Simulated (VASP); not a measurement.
Wanted: the native input for a VASP 6.6.1 run.

* Task: single point
* Functional: PBE
* Potentials or basis: VASP PAW PBE potentials, release 64 (Li_sv, Sb, Mo_sv)
* Cutoff: 520 eV
* k mesh: 12 × 12 × 4
* Occupations: gaussian, width 0.1 eV
* Spin: no spin polarisation
* Dipole correction: no
* Further INCAR settings: ALGO = Fast; EDIFF = 1e-07; NBANDS = 36

The structure of Li2SbMo3 lies in POSCAR:

```
Li2SbMo3
1.0
    4.8075043615      0.0000000000      0.0000000000
   -2.4037521808      4.1634209059      0.0000000000
    0.0000000000      0.0000000000     10.9827644450
Li Sb Mo
2 1 3
Direct
    0.0000000000      0.0000000000      0.2511584585
    0.0000000000      0.0000000000      0.7488415415
    0.0000000000      0.0000000000      0.5000000000
    0.1687928858      0.8312071142      0.0000000000
    0.1687928858      0.3375857717      0.0000000000
    0.6624142283      0.8312071142      0.0000000000
```

The input as run:

INCAR

```
SYSTEM = Li2SbMo3
PREC = Accurate
ENCUT = 520
EDIFF = 1E-7
ISMEAR = 0
SIGMA = 0.1
LREAL = .FALSE.
LASPH = .TRUE.
NELM = 100
ALGO = Fast
ISIF = 2
LWAVE = .FALSE.
LCHARG = .FALSE.
GGA = PE
NBANDS = 36
```

KPOINTS

```
Automatic mesh
0
G
  12 12 4
  0 0 0
```

Potentials or basis: VASP PAW PBE potentials, release 64 (Li_sv, Sb, Mo_sv).

The run is started by

```sh
$ cat potpaw_PBE.64/Li_sv/POTCAR potpaw_PBE.64/Sb/POTCAR potpaw_PBE.64/Mo_sv/POTCAR > POTCAR
$ mpirun -np 1 vasp_std > vasp.out
```

Results of the run:

```json
{"Largest force": "0.068 eV/Å", "Band gap on the k mesh": "zero (an odd number of electrons rules out a gap without spin polarisation)"}
```

Caveat: spin-orbit coupling is left out, which moves the levels of the heavy elements.

Wall time 78 min on 1 thread of Intel Xeon 8259CL (shared host), peak memory 0.56 GiB.
